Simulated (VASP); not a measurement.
Cr2B3, 20 atoms in the cell. It takes space group Pmmn (No. 59, orthorhombic). The conventional cell has a = 2.894 Å, b = 2.929 Å, c = 18.293 Å, α = 90.00°, β = 90.00°, γ = 90.00°. Cr (site symmetry mm2) has 7 B at 2.10 to 2.49 Å and 10 Cr at 2.78 to 2.93 Å within 3.0 Å. Cr (site symmetry mm2) has 7 B at 2.10 to 2.24 Å and 10 Cr at 2.67 to 2.93 Å within 3.0 Å. Cr (site symmetry mm2) has 12 B at 2.23 to 2.33 Å and 8 Cr at 2.78 to 2.98 Å within 3.0 Å. Within 3.0 Å of Cr (site symmetry mm2) lie 12 B at 2.23 to 2.33 Å and 8 Cr at 2.78 to 2.98 Å. B (site symmetry mm2) has 3 B at 1.70 to 1.72 Å and 6 Cr at 2.23 to 2.25 Å within 2.3 Å. Within 2.3 Å of B (site symmetry mm2) lie 3 B at 1.70 to 1.72 Å and 6 Cr at 2.23 to 2.25 Å. Within 2.5 Å of B (site symmetry mm2) lie 2 B at 1.76 Å and 7 Cr at 2.13 to 2.49 Å. Within 2.4 Å of B (site symmetry mm2) lie 2 B at 1.76 Å and 7 Cr at 2.13 to 2.33 Å.  This cell differs from its parent crystal: the distance across one plane changed.

* Program: VASP 6.6.1
* Task: single point
* Functional: PBEsol
* Potentials or basis: VASP PAW PBE potentials, release 64 (Cr_pv, B)
* Cutoff: 520 eV
* k mesh: 13 × 13 × 3
* Occupations: gaussian, width 0.15 eV
* Spin: no spin polarisation
* Dipole correction: no
* Further INCAR settings: LREAL = Auto; ALGO = Fast; EDIFF = 1e-06; NBANDS = 82

Potentials or basis: VASP PAW PBE potentials, release 64 (Cr_pv, B).

Command:

```sh
$ cat potpaw_PBE.64/Cr_pv/POTCAR potpaw_PBE.64/B/POTCAR > POTCAR
$ mpirun -np 1 vasp_std > vasp.out
```

Hardware: 1 thread of Oxide Virtual Turin-like Processor, with other jobs on the host.

Q: Estimate the wall time of this run.

A: It took 67 min on 1 thread of Oxide Virtual Turin-like Processor, with other jobs on the host, peak memory 0.76 GiB. Counts: scf iterations 24, k points 98.
